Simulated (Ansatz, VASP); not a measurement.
**One calculation of Ta2H, two programs**

File INCAR:

```
ALGO = Normal
EDIFF = 1E-7
ENCUT = 520
GGA = PS
ISIF = 2
ISMEAR = 1
LASPH = T
LCHARG = F
LREAL = F
LWAVE = F
NBANDS = 18
NELM = 80
PREC = Accurate
SIGMA = 0.15
```

The input KPOINTS:

```
k-points
0
Gamma
  10 10 6
```

POSCAR

```
Ta2H
1.0
    1.6611196588     -2.2896281454      0.0000000000
    1.6611196588      2.2896281454      0.0000000000
    0.0000000000      0.0000000000      4.5943478554
Ta H
2 1
Direct
    0.0000000000      0.5000000000      0.2645700000
    0.5000000000      0.0000000000      0.7354300000
    0.0000000000      0.0000000000      0.0000000000
```

Input for Ansatz:

```yaml
crystal:
  lattice:
    - [1.661119658767063, -2.289628145421328, 0.0]
    - [1.661119658767063, 2.289628145421328, 0.0]
    - [0.0, 0.0, 4.594347855413426]
  atoms:
    - { symbol: Ta, position: [0.0, 0.5, 0.26457] }
    - { symbol: Ta, position: [0.5, 0.0, 0.73543] }
    - { symbol: H, position: [0.0, 0.0, 0.0] }
basis:
  ecutwfc: 517.016338673772
kpoints:
  mp_grid:
    grid: [10, 10, 6]
hamiltonian:
  xc: pbesol
scf:
  convergence:
    dr2_threshold: 1.0e-10
  occupations:
    method: cold
    width: 0.15
output:
  stress: true
```

Alike in both runs: task single point; functional PBEsol; k mesh 10 × 10 × 6; no spin polarisation.

|  | VASP | Ansatz |
| --- | --- | --- |
| version | VASP 6.6.1 | Ansatz 0.2.0 |
| potentials or method | VASP PAW PBE potentials, release 64 (Ta_pv, H), cutoff 520 eV | plane waves, PAW |
| occupations | methfessel-paxton of order 1, width 0.15 eV | cold, width 0.15 eV |
| valence electrons in the cell | 23 | 27 |

|  | VASP | Ansatz | Ansatz less VASP |
| --- | --- | --- | --- |
| pressure (GPa) | 22.2 | 21.9 | -0.35 |
| traceless stress, the component that is largest in VASP (GPa) | -3.91 | -3.76 | +0.145 |

VASP's potentials were made for PBE, not for PBEsol. VASP's potentials hold 23 valence electrons a cell and Ansatz's 27, so a difference there can come from the potentials and not from the codes.

Neither program's run includes spin-orbit coupling.
